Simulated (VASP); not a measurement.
# BeS in VASP: relaxation of the atoms with PBEsol

Aim: the relaxation of the atoms of BeS with PBEsol.

Program: VASP 6.6.1. These are calculated values, not measurements. Logs are shortened: lines on timing, memory, paths and dates and some standing lists are left out, and cuts for length are marked.

## 1. The cell of the first run

The cell holds a slab with vacuum, 10 atoms: a = 3.421 Å, b = 4.838 Å, c = 23.842 Å, α = 90.00°, β = 90.00°, γ = 90.00°.

## 2. Relaxation of the atoms, PBEsol

The input, INCAR:

```
PREC = Accurate
ENCUT = 520
EDIFF = 1E-6
ISMEAR = 0
SIGMA = 0.05
LREAL = False
LASPH = True
NELM = 80
ALGO = Normal
ISIF = 2
LWAVE = False
LCHARG = False
LDIPOL = True
IDIPOL = 3
DIPOL = 0.5 0.5 0.500
GGA = PS
IBRION = 2
NSW = 90
EDIFFG = -0.03
KPAR = 2
```

The input, KPOINTS:

```
Automatic mesh
0
Gamma
  8 6 1
```

The input, POSCAR:

```
BeS
1.0
    3.4209765805      0.0000000000      0.0000000000
    0.0000000000      4.8379914767      0.0000000000
    0.0000000000      0.0000000000     23.8419531610
Be S
5 5
Selective dynamics
Direct
    0.5000000000      0.5000000000      0.3565144157  F F F
    0.0000000000      0.0000000000      0.4282572078  F F F
    0.5000000000      0.5000000000      0.5000000000  T T T
    0.0000000000      0.0000000000      0.5717427922  T T T
    0.5000000000      0.5000000000      0.6434855843  T T T
    0.0000000000      0.2500000000      0.3565144157  F F F
    0.5000000000      0.7500000000      0.4282572078  F F F
    0.0000000000      0.2500000000      0.5000000000  T T T
    0.5000000000      0.7500000000      0.5717427922  T T T
    0.0000000000      0.2500000000      0.6434855843  T T T
```

Potentials or basis: VASP PAW PBE potentials, release 64 (Be, S).

Started as:

```
$ cat potpaw_PBE.64/Be/POTCAR potpaw_PBE.64/S/POTCAR > POTCAR
$ mpirun -np 2 vasp_std > vasp.out
```

OUTCAR:

```text
PREC = Accurate
   ENCUT = 520
   EDIFF = 1E-6
   ISMEAR = 0
   LREAL = False
   LASPH = True
   NELM = 80
   ISIF = 2
   GGA = PS
   IBRION = 2
   NSW = 90
   EDIFFG = -0.03

 ion  position               nearest neighbor table
   1  0.500  0.500  0.357-   7 2.09   6 2.09   6 2.09
   2  0.000  0.000  0.428-   6 2.09   7 2.09   7 2.09   8 2.09
   3  0.500  0.500  0.500-   8 2.09   8 2.09   9 2.09   7 2.09
   4  0.000  0.000  0.572-  10 2.09   9 2.09   9 2.09   8 2.09
   5  0.500  0.500  0.643-   9 2.09  10 2.09  10 2.09
   6  0.000  0.250  0.357-   2 2.09   1 2.09   1 2.09
   7  0.500  0.750  0.428-   1 2.09   2 2.09   2 2.09   3 2.09
   8  0.000  0.250  0.500-   3 2.09   3 2.09   4 2.09   2 2.09
   9  0.500  0.750  0.572-   5 2.09   4 2.09   4 2.09   3 2.09
  10  0.000  0.250  0.643-   4 2.09   5 2.09   5 2.09

  LATTYP: Found a simple orthorhombic cell.
 ALAT       =     3.4209765805
 B/A-ratio  =     1.4142135624
 C/A-ratio  =     6.9693412393

  Lattice vectors:

 A1 = (   3.4209765805,   0.0000000000,   0.0000000000)
 A2 = (   0.0000000000,   4.8379914767,   0.0000000000)
 A3 = (   0.0000000000,   0.0000000000,  23.8419531610)

Analysis of symmetry for initial positions (statically):
=====================================================================
 Subroutine PRICEL returns:
 Original cell was already a primitive cell.

 Routine SETGRP: Setting up the symmetry group for a
 simple orthorhombic supercell.

 Subroutine GETGRP returns: Found  4 space group operations
 (whereof  4 operations were pure point group operations)
 out of a pool of  8 trial point group operations.

The static configuration has the point symmetry C_2v.

Analysis of symmetry for dynamics (positions and initial velocities):
=====================================================================
 Subroutine PRICEL returns:
 Original cell was already a primitive cell.

 Routine SETGRP: Setting up the symmetry group for a
 simple orthorhombic supercell.

 Subroutine GETGRP returns: Found  4 space group operations
 (whereof  4 operations were pure point group operations)
 out of a pool of  8 trial point group operations.

The dynamic configuration has the point symmetry C_2v.

Analysis of constrained symmetry for selective dynamics:
=====================================================================
 Subroutine PRICEL returns:
 Original cell was already a primitive cell.

 Routine SETGRP: Setting up the symmetry group for a
 simple orthorhombic supercell.

 Subroutine GETGRP returns: Found  2 space group operations
 (whereof  2 operations were pure point group operations)
 out of a pool of  8 trial point group operations.

The constrained configuration has the point symmetry C_1h.

 Subroutine INISYM returns: Found  2 space group operations
 (whereof  2 operations are pure point group operations),
 and found     1 'primitive' translations

----------------------------------------------------------------------------------------

                                     Primitive cell

  volume of cell :     394.6000

  direct lattice vectors                    reciprocal lattice vectors
     3.420976581  0.000000000  0.000000000     0.292314191  0.000000000  0.000000000
     0.000000000  4.837991477  0.000000000     0.000000000  0.206697346  0.000000000
     0.000000000  0.000000000 23.841953161     0.000000000  0.000000000  0.041942872

  length of vectors
     3.420976581  4.837991477 23.841953161     0.292314191  0.206697346  0.041942872

  position of ions in fractional coordinates (direct lattice)
     0.500000000  0.500000000  0.356514416
     0.000000000  0.000000000  0.428257208
     0.500000000  0.500000000  0.500000000
     0.000000000  0.000000000  0.571742792
     0.500000000  0.500000000  0.643485584
     0.000000000  0.250000000  0.356514416
     0.500000000  0.750000000  0.428257208
     0.000000000  0.250000000  0.500000000
     0.500000000  0.750000000  0.571742792
     0.000000000  0.250000000  0.643485584

  ion indices of the primitive-cell ions
[... 65 lines left out ...]
   ions per type =               5   5
   NGX,Y,Z   is equivalent  to a cutoff of  13.61, 12.37, 12.55 a.u.
   NGXF,Y,Z  is equivalent  to a cutoff of  27.21, 24.74, 25.10 a.u.
 SYSTEM =  unknown system
   PREC   = accura    normal or accurate (medium, high low for compatibility)
   ISTART =      0    job   : 0-new  1-cont  2-samecut
   ICHARG =      2    charge: 1-file 2-atom 10-const
   ISPIN  =      1    spin polarized calculation?
   LNONCOLLINEAR =      F non collinear calculations
   LSORBIT =      F    spin-orbit coupling
   LASPH  =      T    aspherical Exc in radial PAW
   ENCUT  =  520.0 eV  38.22 Ry    6.18 a.u.   6.36  9.00 44.33*2*pi/ulx,y,z
   NELM   =     80;   NELMIN=  2; NELMDL= -5     # of ELM steps
   EDIFF  = 0.1E-05   stopping-criterion for ELM
   LREAL  =      F    real-space projection
   EDIFFG = -.3E-01   stopping-criterion for IOM
   NSW    =     90    number of steps for IOM
   IBRION =      2    ionic relax: 0-MD 1-quasi-New 2-CG
   NFREE  =      1    steps in history (QN), initial steepest desc. (CG)
   ISIF   =      2    stress and relaxation
   ISYM   =      2    0-nonsym 1-usesym 2-fastsym
   POTIM  = 0.5000    time-step for ionic-motion
   TEBEG  =    0.0;   TEEND  =   0.0 temperature during run
   PSTRESS=    0.0 pullay stress
   NELECT =      40.0000    total number of electrons
   NUPDOWN=      -1.0000    fix difference up-down
   EMIN   =  10.00;   EMAX   =-10.00  energy-range for DOS
   EFERMI =   0.00;   METHOD = LEGACY
   ISMEAR =     0;   SIGMA  =   0.05  broadening in eV -4-tet -1-fermi 0-gaus
   EFERMI_NEDOS =   21; number of points for ismear=-14 and -15
   IALGO  =     38    algorithm
   IMIX   =      4    mixing-type and parameters
     AMIX     =   0.40;   BMIX     =  1.00
     AMIX_MAG =   1.60;   BMIX_MAG =  1.00
  volume/ion in A,a.u.               =      39.46       266.29
  Fermi-wavevector in a.u.,A,eV,Ry     =   0.763324  1.442474  7.927627  0.582664
  Thomas-Fermi vector in A             =   1.862981
   LORBIT       =      0    0 simple, 1 ext, 2 COOP (PROOUT), +10 PAW based schemes
   GGA     = PS    functional components
   LHFCALC =     F    Hartree Fock is set to
   AEXX    =    0.0000 exact exchange contribution
   IVDW    =     0    specifies the selected vdW correction
   LEPSILON=     F    determine dielectric tensor
   LRPA    =     F    only Hartree local field effects (RPA)
 conjugate gradient relaxation of ions
 non-spin polarized calculation
 Gauss-broadening in eV      SIGMA  =   0.05
  energy-cutoff  :      520.00
  volume of cell :      394.60
 maximum number of plane-waves:     10738
 NGX is ok and might be reduce to    28
   NGX = 13   NGY = 17   NGZ = 89

--------------------------------------- Ionic step        1  -------------------------------------------

 number of electron      40.0000001 magnetization

 Free energy of the ion-electron system (eV)
  ---------------------------------------------------
  ext. energy  EPLUGINS =         0.00000000
  ---------------------------------------------------
  free energy    TOTEN  =       -50.14443397 eV

  energy without entropy =      -50.14443397  energy(sigma->0) =      -50.14443397

------------------------ aborting loop because EDIFF is reached ----------------------------------------

 vacuum level on the upper side and lower side of the slab       (xc-potential included)        -0.148        -0.148

  FORCE on cell =-STRESS in cart. coord.  units (eV):
  Direction    XX          YY          ZZ          XY          YZ          ZX
  --------------------------------------------------------------------------------------
  -------------------------------------------------------------------------------------
  Total       -3.0865324     -3.5258481     -1.2412500      0.0000000      0.0000008      0.0000000
  in kB      -12.5321155    -14.3158505     -5.0397943      0.0000000      0.0000032      0.0000000
  external PRESSURE =     -10.6292534 kB  Pullay stress =       0.0000000 kB
[... 25 lines left out ...]
  FREE ENERGIE OF THE ION-ELECTRON SYSTEM (eV)
  ---------------------------------------------------
  free  energy   TOTEN  =       -50.1444339707 eV

  energy  without entropy=      -50.1444339707  energy(sigma->0) =      -50.14443397

 dipolmoment           0.000000      0.000000     -0.000000 electrons x Angstroem

--------------------------------------- Ionic step        2  -------------------------------------------

 number of electron      40.0000001 magnetization

------------------------ aborting loop because EDIFF is reached ----------------------------------------
[... 77 lines left out ...]
  FREE ENERGIE OF THE ION-ELECTRON SYSTEM (eV)
  ---------------------------------------------------
  free  energy   TOTEN  =       -50.5278796723 eV

  energy  without entropy=      -50.5278796723  energy(sigma->0) =      -50.52787967

[... ionic steps 4 to 17 ...]

--------------------------------------- Ionic step       18  -------------------------------------------

 number of electron      40.0000000 magnetization

------------------------ aborting loop because EDIFF is reached ----------------------------------------
[... 83 lines left out ...]
--------------------------------------- Ionic step       20  -------------------------------------------

 number of electron      40.0000000 magnetization

 dipolmoment           0.000000      0.000000      0.081715 electrons x Angstroem

 Free energy of the ion-electron system (eV)
  ---------------------------------------------------
  ext. energy  EPLUGINS =         0.00000000
  ---------------------------------------------------
  free energy    TOTEN  =       -50.70286014 eV

  energy without entropy =      -50.70286014  energy(sigma->0) =      -50.70286014

 E-fermi :  -2.1345     XC(G=0):  -4.1505

 val. band max:       -2.3550177961   @ k =   0.0000   0.0000   0.0000
 cond. band min:       0.3088157719   @ k =   0.5000   0.0000   0.0000
 fundamental gap:      2.6638335680
 Fermi energy:        -2.1344999306

 k-point     1 :       0.0000    0.0000    0.0000
  band No.  band energies     occupation
      1     -15.8108      2.00000
      2     -15.0639      2.00000
      3     -14.1504      2.00000
      4     -13.7241      2.00000
      5     -13.6197      2.00000
      6      -7.1854      2.00000
[... 569 lines left out ...]
     25       3.8616      0.00000
     26       4.0898      0.00000

------------------------ aborting loop because EDIFF is reached ----------------------------------------

 vacuum level on the upper side and lower side of the slab       (xc-potential included)         0.431        -0.443

  FORCE on cell =-STRESS in cart. coord.  units (eV):
  Direction    XX          YY          ZZ          XY          YZ          ZX
  --------------------------------------------------------------------------------------
  -------------------------------------------------------------------------------------
  Total       -2.0458313     -1.8679055     -0.6587257      0.0000000      0.7722419      0.0000000
  in kB       -8.3066014     -7.5841767     -2.6745957      0.0000000      3.1355007      0.0000000
  external PRESSURE =      -6.1884579 kB  Pullay stress =       0.0000000 kB
[... 25 lines left out ...]
  FREE ENERGIE OF THE ION-ELECTRON SYSTEM (eV)
  ---------------------------------------------------
  free  energy   TOTEN  =       -50.7028601411 eV

  energy  without entropy=      -50.7028601411  energy(sigma->0) =      -50.70286014

 reached required accuracy - stopping structural energy minimisation

 vacuum level on the upper side and lower side of the slab         4.101         3.207
```

Wall time 18 min (2 MPI ranks of Intel Xeon Platinum 8488C (Sapphire Rapids), shared host); peak memory 0.55 GiB.

What came out:

* Free energy: -50.7029 eV
* Energy gained by relaxing: 55.8 meV/atom
* Ionic steps: 20
* Band gap on the k mesh: 2.66 eV (least direct gap 3.00 eV)

The path:
```tsv
step	energy change (eV)	largest force on free atoms (eV/Å)	pressure (GPa)
1	0.0000	2.1887	-1.06
2	-0.2786	1.3195	-0.91
3	-0.3834	0.7733	-0.74
4	-0.4735	0.4968	-0.81
5	-0.5263	0.4690	-0.90
6	-0.5438	0.1566	-0.84
7	-0.5439	0.1761	-0.84
8	-0.5468	0.0697	-0.82
9	-0.5473	0.1170	-0.80
10	-0.5492	0.0980	-0.77
11	-0.5504	0.1354	-0.73
12	-0.5518	0.1219	-0.72
13	-0.5547	0.0809	-0.69
14	-0.5550	0.1526	-0.62
15	-0.5557	0.0884	-0.65
16	-0.5572	0.0639	-0.64
17	-0.5576	0.0809	-0.62
18	-0.5582	0.0385	-0.62
19	-0.5582	0.0377	-0.62
20	-0.5584	0.0242	-0.62
```

Final structure:
```cif
data_structure
_symmetry_space_group_name_H-M 'P 1'
_symmetry_Int_Tables_number 1
_cell_length_a 3.4210
_cell_length_b 4.8380
_cell_length_c 23.8420
_cell_angle_alpha 90.000
_cell_angle_beta 90.000
_cell_angle_gamma 90.000
_cell_volume 394.60
loop_
_atom_site_label
_atom_site_type_symbol
_atom_site_fract_x
_atom_site_fract_y
_atom_site_fract_z
_atom_site_occupancy
Be1 Be 0.50000 0.50000 0.35651 1
Be2 Be 0.00000 0.00000 0.42826 1
Be3 Be 0.50000 0.49464 0.49952 1
Be4 Be 0.00000 0.00158 0.57453 1
Be5 Be 0.50000 0.43092 0.62677 1
S1 S 0.00000 0.25000 0.35651 1
S2 S 0.50000 0.75000 0.42826 1
S3 S 0.00000 0.24579 0.50079 1
S4 S 0.50000 0.75048 0.57123 1
S5 S 0.00000 0.23704 0.64789 1
```

Caveat: the PAW data sets were made with another functional, which shifts forces and pressure a little.
